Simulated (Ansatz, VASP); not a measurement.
## Two plane-wave programs on Si3As2

```
Si As
1.0
     4.29489    0.00000    0.00000
    -2.14744    3.71948    0.00000
     0.00000    0.00000    5.18568
Si As
3 2
Direct
  0.00000 0.00000 0.00000
  0.33333 0.66667 0.62500
  0.66667 0.33333 0.37500
  0.33333 0.66667 0.13800
  0.66667 0.33333 0.86200
```

Alike in both runs: task relaxation of cell and atoms; functional PBE; k mesh 6 × 6 × 4; occupations gaussian, width 0.1 eV; no spin polarisation.

|  | VASP | Ansatz |
| --- | --- | --- |
| version | VASP 6.6.1 | Ansatz 0.2.0 |
| potentials or method | VASP PAW PBE potentials, release 64 (Si, As), cutoff 600 eV | scalar-relativistic, plane waves, PAW |
| valence electrons in the cell | 22 | 42 |

VASP gave:

- gap on the k mesh at the Fermi level, each at its own relaxed structure (eV): none
- relaxed volume (Å³/atom): 19.47
- relaxed length of the cell vector where the two differ most in proportion (Å): 6.130

Problem. What did Ansatz give for the same quantities?

Solution. gap on the k mesh at the Fermi level, each at its own relaxed structure (eV): none; relaxed volume (Å³/atom): 19.00; relaxed length of the cell vector where the two differ most in proportion (Å): 5.348.

A gap of «none» marks a metal or a gap that the smearing closes. One of these differences is far larger than is usual between the two programs; its cause wasn't traced. VASP's potentials hold 22 valence electrons a cell and Ansatz's 42, so a difference there can come from the potentials and not from the codes.

Noted on VASP's run: the volume moved by over 15 % at a fixed basis, so the end points are rough.
